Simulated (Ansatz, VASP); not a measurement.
Two plane-wave programs on Br

```
Br
1.0
     4.87446   -2.47665    0.00000
     4.87446    2.47665    0.00000
     0.00000    0.00000    9.16836
Br
4
Direct
  0.88349 0.11651 0.11141
  0.61651 0.38349 0.61141
  0.11651 0.88349 0.88859
  0.38349 0.61651 0.38859
```

Alike in both runs: functional RPBE; k mesh 5 × 5 × 2; occupations fermi-dirac, width 0.05 eV; no spin polarisation.

Ansatz relaxed the structure, and its values are those at the end. VASP's run is a single point on that final structure, the one shown.

|  | VASP | Ansatz |
| --- | --- | --- |
| version | VASP 6.6.1 | Ansatz 0.2.0 |
| potentials or method | VASP PAW PBE potentials, release 64 (Br), cutoff 520 eV | plane waves (420 eV) with PAW, scalar-relativistic |
| valence electrons in the cell | 28 | 28 |

|  | VASP | Ansatz | Ansatz less VASP |
| --- | --- | --- | --- |
| pressure (GPa) | 0.0 | 0.0 | 0.00 |

VASP's potentials were made for PBE, not for RPBE. With one functional, cell and mesh, what is left measures potentials, basis and numerics.
